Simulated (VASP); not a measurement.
Here is a VASP 6.6.1 calculation.

INCAR

```
ALGO = Normal
EDIFF = 1E-6
ENCUT = 520
GGA = CA
ISIF = 2
ISMEAR = 0
LASPH = T
LCHARG = F
LREAL = F
LWAVE = F
NBANDS = 11
NELM = 100
PREC = Accurate
SIGMA = 0.01
```

KPOINTS

```
k-points
0
Gamma
  12 12 12
```

Contents of POSCAR:

```
C
1.0
    1.7747032273      1.7747032273      0.0000000000
   -1.7747032273      1.7747032273      0.0000000000
    0.0000000000      1.7747032273      1.7634417353
C
2
Direct
    0.5000000000      0.5000000000      0.0000000000
    0.7500000000      0.2500000000      0.5000000000
```

Potentials or basis: VASP PAW LDA potentials, release 64 (C).

Launch:

```console
$ cat potpaw_LDA.64/C/POTCAR > POTCAR
$ mpirun -np 1 vasp_std > vasp.out
```

Question: Predict the pressure.

Answer: -2.4 GPa.

Question: What does it give for the band gap on the k mesh?

Answer: 4.01 eV, indirect (least direct gap 5.49 eV).

Stress tensor (GPa, compression positive):
```
-4.37  0.00  0.00
 0.00 -4.37  0.00
 0.00  0.00  1.61
```

Caveat: the cell differs from its parent crystal (in-plane strain +0.005, then relaxed in part). A k mesh can miss the band edges.
